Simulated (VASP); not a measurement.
# Ge (Imma) in VASP: notebook

Ge is run at these levels: PBEsol; tasks: single point.

All numbers are computed with VASP 6.6.1; they aren't measurements. Logs are shortened: lines on timing, memory, paths and dates and some standing lists are left out, and cuts for length are marked.

## 1. The cell of the first run

Symmetry: Imma, No. 74, orthorhombic system. Conventional cell: a = 4.992 Å, b = 5.302 Å, c = 2.874 Å, α = 90.00°, β = 90.00°, γ = 90.00°. Within 3.5 Å of Ge (site symmetry mm2) lie 8 Ge at 2.68 to 3.08 Å.

## 2. Single point, PBEsol

The input, INCAR:

```
  ALGO = Normal
  EDIFF = 1E-6
  ENCUT = 520
  GGA = PS
  ISIF = 2
  ISMEAR = 1
  LASPH = True
  LCHARG = False
  LREAL = False
  LWAVE = False
  NBANDS = 21
  NELM = 100
  PREC = Accurate
  SIGMA = 0.25
```

The input, KPOINTS:

```
k-points
0
Gamma
  13 13 13
```

The input, POSCAR:

```
Ge
1.0
   -2.4958980000      2.6508630000      1.4369470000
    2.4958980000     -2.6508630000      1.4369470000
    2.4958980000      2.6508630000     -1.4369470000
Ge
2
Direct
    0.1859430000      0.9359430000      0.2500000000
    0.8140570000      0.0640570000      0.7500000000
```

Potentials or basis: VASP PAW PBE potentials, release 64 (Ge_d).

On the command line:

```
$ cat potpaw_PBE.64/Ge_d/POTCAR > POTCAR
$ mpirun -np 1 vasp_std > vasp.out
```

OUTCAR:

```text
EDIFF = 1E-6
   ENCUT = 520
   GGA = PS
   ISIF = 2
   ISMEAR = 1
   LASPH = True
   LREAL = False
   NELM = 100
   PREC = Accurate

 ion  position               nearest neighbor table
   1  0.186  0.936  0.250-   2 2.68   2 2.68   2 2.72   2 2.72
   2  0.814  0.064  0.750-   1 2.68   1 2.68   1 2.72   1 2.72

  LATTYP: Found a body centered orthorhombic cell.
 ALAT       =     2.8738940000
 B/A-ratio  =     1.7369450648
 C/A-ratio  =     1.8447882907

  Lattice vectors:

 A1 = (   2.4958980000,  -2.6508630000,   1.4369470000)
 A2 = (  -2.4958980000,  -2.6508630000,  -1.4369470000)
 A3 = (   2.4958980000,   2.6508630000,  -1.4369470000)

Analysis of symmetry for initial positions (statically):
=====================================================================
 Subroutine PRICEL returns:
 Original cell was already a primitive cell.

 Routine SETGRP: Setting up the symmetry group for a
 body centered orthorhombic supercell.

 Subroutine GETGRP returns: Found  8 space group operations
 (whereof  4 operations were pure point group operations)
 out of a pool of  8 trial point group operations.

The static configuration has the point symmetry C_2h.
 The point group associated with its full space group is D_2h.

Analysis of symmetry for dynamics (positions and initial velocities):
=====================================================================
 Subroutine PRICEL returns:
 Original cell was already a primitive cell.

 Routine SETGRP: Setting up the symmetry group for a
 body centered orthorhombic supercell.

 Subroutine GETGRP returns: Found  8 space group operations
 (whereof  4 operations were pure point group operations)
 out of a pool of  8 trial point group operations.

The dynamic configuration has the point symmetry C_2h.
 The point group associated with its full space group is D_2h.

 Subroutine INISYM returns: Found  8 space group operations
 (whereof  4 operations are pure point group operations),
 and found     1 'primitive' translations

----------------------------------------------------------------------------------------

                                     Primitive cell

  volume of cell :      38.0290

  direct lattice vectors                    reciprocal lattice vectors
    -2.495898000  2.650863000  1.436947000     0.000000000  0.188617820  0.347959946
     2.495898000 -2.650863000  1.436947000     0.200328699  0.000000000  0.347959946
     2.495898000  2.650863000 -1.436947000     0.200328699  0.188617820  0.000000000

  length of vectors
     3.914255760  3.914255760  3.914255760     0.395793893  0.401506801  0.275151358

  position of ions in fractional coordinates (direct lattice)
     0.185943000  0.935943000  0.250000000
     0.814057000  0.064057000  0.750000000

  ion indices of the primitive-cell ions
   primitive index   ion index
                 1           1
                 2           2

----------------------------------------------------------------------------------------

 KPOINTS: k-points

Automatic generation of k-mesh.
 Grid dimensions read from file:
 generate k-points for:   13   13   13

 Generating k-lattice:

  Cartesian coordinates                     Fractional coordinates (reciprocal lattice)
     0.000000000  0.014509063  0.026766150     0.076923077  0.000000000  0.000000000
     0.015409900  0.000000000  0.026766150     0.000000000  0.076923077  0.000000000
     0.015409900  0.014509063  0.000000000     0.000000000  0.000000000  0.076923077

  Length of vectors
     0.030445684  0.030885139  0.021165489

  Shift w.r.t. Gamma in fractional coordinates (k-lattice)
     0.000000000  0.000000000  0.000000000

 Subroutine IBZKPT returns following result:
 ===========================================

 Found    343 irreducible k-points:

 Following reciprocal coordinates:
            Coordinates               Weight
  0.000000  0.000000  0.000000      1.000000
  0.076923  0.000000  0.000000      4.000000
  0.153846  0.000000 -0.000000      4.000000
  0.230769 -0.000000  0.000000      4.000000
  0.307692  0.000000 -0.000000      4.000000
  0.384615  0.000000  0.000000      4.000000
[... 16 lines left out ...]
  0.153846  0.153846 -0.000000      8.000000
  0.230769  0.153846 -0.000000      8.000000
 [... further k-points ...]
   k-points           NKPTS =    343   k-points in BZ     NKDIM =    343   number of bands    NBANDS=     21
   number of dos      NEDOS =    301   number of ions     NIONS =      2
   total plane-waves  NPLWV =  27000
   dimension x,y,z NGX =    30 NGY =   30 NGZ =   30
   dimension x,y,z NGXF=    60 NGYF=   60 NGZF=   60
   ions per type =               2
   NGX,Y,Z   is equivalent  to a cutoff of  12.74, 12.74, 12.74 a.u.
   NGXF,Y,Z  is equivalent  to a cutoff of  25.48, 25.48, 25.48 a.u.
 SYSTEM =  unknown system
   PREC   = accura    normal or accurate (medium, high low for compatibility)
   ISTART =      0    job   : 0-new  1-cont  2-samecut
   ICHARG =      2    charge: 1-file 2-atom 10-const
   ISPIN  =      1    spin polarized calculation?
   LNONCOLLINEAR =      F non collinear calculations
   LSORBIT =      F    spin-orbit coupling
   LASPH  =      T    aspherical Exc in radial PAW
   ENCUT  =  520.0 eV  38.22 Ry    6.18 a.u.   7.28  7.28  7.28*2*pi/ulx,y,z
   NELM   =    100;   NELMIN=  2; NELMDL= -5     # of ELM steps
   EDIFF  = 0.1E-05   stopping-criterion for ELM
   LREAL  =      F    real-space projection
   EDIFFG = 0.1E-04   stopping-criterion for IOM
   NSW    =      0    number of steps for IOM
[... 5 lines left out ...]
   TEBEG  =    0.0;   TEEND  =   0.0 temperature during run
   PSTRESS=    0.0 pullay stress
   NELECT =      28.0000    total number of electrons
   NUPDOWN=      -1.0000    fix difference up-down
   EMIN   =  10.00;   EMAX   =-10.00  energy-range for DOS
   EFERMI =   0.00;   METHOD = LEGACY
   ISMEAR =     1;   SIGMA  =   0.25  broadening in eV -4-tet -1-fermi 0-gaus
   EFERMI_NEDOS =   21; number of points for ismear=-14 and -15
   IALGO  =     38    algorithm
   IMIX   =      4    mixing-type and parameters
     AMIX     =   0.40;   BMIX     =  1.00
     AMIX_MAG =   1.60;   BMIX_MAG =  1.00
  volume/ion in A,a.u.               =      19.01       128.32
  Fermi-wavevector in a.u.,A,eV,Ry     =   1.478277  2.793539 29.732860  2.185304
  Thomas-Fermi vector in A             =   2.592578
   LORBIT       =      0    0 simple, 1 ext, 2 COOP (PROOUT), +10 PAW based schemes
   GGA     = PS    functional components
   LHFCALC =     F    Hartree Fock is set to
   AEXX    =    0.0000 exact exchange contribution
   IVDW    =     0    specifies the selected vdW correction
   LEPSILON=     F    determine dielectric tensor
   LRPA    =     F    only Hartree local field effects (RPA)
 non-spin polarized calculation
 Methfessel and Paxton  Order N= 1 SIGMA  =   0.25
  energy-cutoff  :      520.00
  volume of cell :       38.03
 maximum number of plane-waves:      1044
 NGX is ok and might be reduce to    30
   NGX = 15   NGY = 15   NGZ = 15

 number of electron      28.0000014 magnetization

 Free energy of the ion-electron system (eV)
  ---------------------------------------------------
  ext. energy  EPLUGINS =         0.00000000
  ---------------------------------------------------
  free energy    TOTEN  =        -9.51612761 eV

  energy without entropy =       -9.51800881  energy(sigma->0) =       -9.51675467

 E-fermi :   6.3719     XC(G=0): -11.3401

 val. band max:        6.3630949949   @ k =  -0.2308  -0.1538   0.0769
 cond. band min:       6.3908729677   @ k =  -0.1538   0.1538   0.0769
 fundamental gap:      0.0277779728
 Fermi energy:         6.3718895142

 k-point     1 :       0.0000    0.0000    0.0000
  band No.  band energies     occupation
      1     -18.2835      2.00000
      2     -18.2049      2.00000
      3     -18.2029      2.00000
      4     -18.2015      2.00000
      5     -18.1665      2.00000
      6     -18.1295      2.00000
[... 13 lines left out ...]
     20      17.1203      0.00000
     21      19.0452      0.00000

 k-point     2 :       0.0769    0.0000    0.0000
  band No.  band energies     occupation
      1     -18.2790      2.00000
      2     -18.2005      2.00000
      3     -18.1986      2.00000
      4     -18.1941      2.00000
      5     -18.1678      2.00000
      6     -18.1314      2.00000
[... 13 lines left out ...]
     20      17.5353      0.00000
     21      18.2645      0.00000

 k-point     3 :       0.1538    0.0000   -0.0000
  band No.  band energies     occupation
      1     -18.2663      2.00000
      2     -18.1904      2.00000
      3     -18.1857      2.00000
      4     -18.1728      2.00000
      5     -18.1708      2.00000
      6     -18.1353      2.00000
[... 13 lines left out ...]
     20      16.0401      0.00000
     21      18.4734      0.00000

 k-point     4 :       0.2308   -0.0000    0.0000
  band No.  band energies     occupation
      1     -18.2479      2.00000
      2     -18.1804      2.00000
      3     -18.1719      2.00000
      4     -18.1670      2.00000
      5     -18.1449      2.00000
      6     -18.1349      2.00000
[... 13 lines left out ...]
     20      14.8120      0.00000
     21      18.7153      0.00000

 k-point     5 :       0.3077    0.0000   -0.0000
  band No.  band energies     occupation
      1     -18.2267      2.00000
      2     -18.1795      2.00000
      3     -18.1601      2.00000
      4     -18.1577      2.00000
      5     -18.1250      2.00000
      6     -18.1219      2.00000
[... 13 lines left out ...]
     20      14.1301      0.00000
     21      19.4803      0.00000
[... 382 lines left out ...]
     20      16.0377      0.00000
     21      16.8954      0.00000

 k-point    22 :       0.0769    0.1538   -0.0000
  band No.  band energies     occupation
      1     -18.2637      2.00000
      2     -18.1861      2.00000
      3     -18.1846      2.00000
      4     -18.1691      2.00000
      5     -18.1491      2.00000
      6     -18.1286      2.00000
[... 13 lines left out ...]
     20      14.8980      0.00000
     21      16.5740      0.00000

 k-point    23 :       0.1538    0.1538   -0.0000
  band No.  band energies     occupation
      1     -18.2513      2.00000
      2     -18.1834      2.00000
      3     -18.1771      2.00000
      4     -18.1621      2.00000
      5     -18.1466      2.00000
      6     -18.1098      2.00000
[... 13 lines left out ...]
     20      14.2582      0.00000
     21      17.0181      0.00000

 k-point    24 :       0.2308    0.1538   -0.0000
  band No.  band energies     occupation
      1     -18.2379      2.00000
      2     -18.1818      2.00000
      3     -18.1712      2.00000
      4     -18.1621      2.00000
      5     -18.1405      2.00000
      6     -18.1143      2.00000
[... 13 lines left out ...]
     20      14.7964      0.00000
     21      17.9187      0.00000

 [... further k-points ...]

------------------------ aborting loop because EDIFF is reached ----------------------------------------

  FORCE on cell =-STRESS in cart. coord.  units (eV):
  Direction    XX          YY          ZZ          XY          YZ          ZX
  --------------------------------------------------------------------------------------
  -------------------------------------------------------------------------------------
  Total       -0.5071988     -0.8700379     -0.5203787      0.0000000     -0.0000000      0.0000000
  in kB      -21.3684955    -36.6550581    -21.9237704      0.0000000     -0.0000000      0.0000000
  external PRESSURE =     -26.6491080 kB  Pullay stress =       0.0000000 kB

 VOLUME and BASIS-vectors are now :
 -----------------------------------------------------------------------------
  energy-cutoff  :      520.00
  volume of cell :       38.03
      direct lattice vectors                 reciprocal lattice vectors
    -2.495898000  2.650863000  1.436947000     0.000000000  0.188617820  0.347959946
     2.495898000 -2.650863000  1.436947000     0.200328699  0.000000000  0.347959946
     2.495898000  2.650863000 -1.436947000     0.200328699  0.188617820  0.000000000

 POSITION                                       TOTAL-FORCE (eV/Angst)
 -----------------------------------------------------------------------------------
      2.49590     -1.32543      1.25285         0.000000      0.000000     -0.061293
      0.00000      3.97629      0.18409        -0.000000     -0.000000      0.061293
 -----------------------------------------------------------------------------------
    total drift:                                0.000000      0.000000     -0.000000

  FREE ENERGIE OF THE ION-ELECTRON SYSTEM (eV)
  ---------------------------------------------------
  free  energy   TOTEN  =        -9.5161276080 eV

  energy  without entropy=       -9.5180088060  energy(sigma->0) =       -9.51675467
```

Run time: 7.3 min. Hardware: 1 thread of Intel Xeon 8259CL, shared host; peak memory 0.33 GiB.

Results:

* Free energy: -9.5161 eV
* Pressure: -2.7 GPa
* Largest force: 0.061 eV/Å
* Band gap on the k mesh: zero (bands 14 and 15 overlap by 5.47 eV)

Forces on the atoms (eV/Å):
```
Ge   0.000  0.000 -0.061
Ge   0.000  0.000  0.061
```

Stress tensor (GPa, compression positive):
```
-2.14  0.00  0.00
 0.00 -3.67  0.00
 0.00  0.00 -2.19
```

Levels at points of the mesh, in eV from the Fermi level:
| k point | band 12 | band 13 | band 14 | band 15 | band 16 | band 17 |
| --- | --- | --- | --- | --- | --- | --- |
| (0.00, 0.00, 0.00) | -3.80 | -2.33 | -1.88 | 3.45 | 6.96 | 7.19 |

Caveat: so wide a smearing shifts energies and pressures; the PAW data sets were made with another functional, which shifts forces and pressure a little.

(Part 1 of 2 ends here.)

The gap in the log of VASP goes by the Fermi energy; the results here count the filled bands.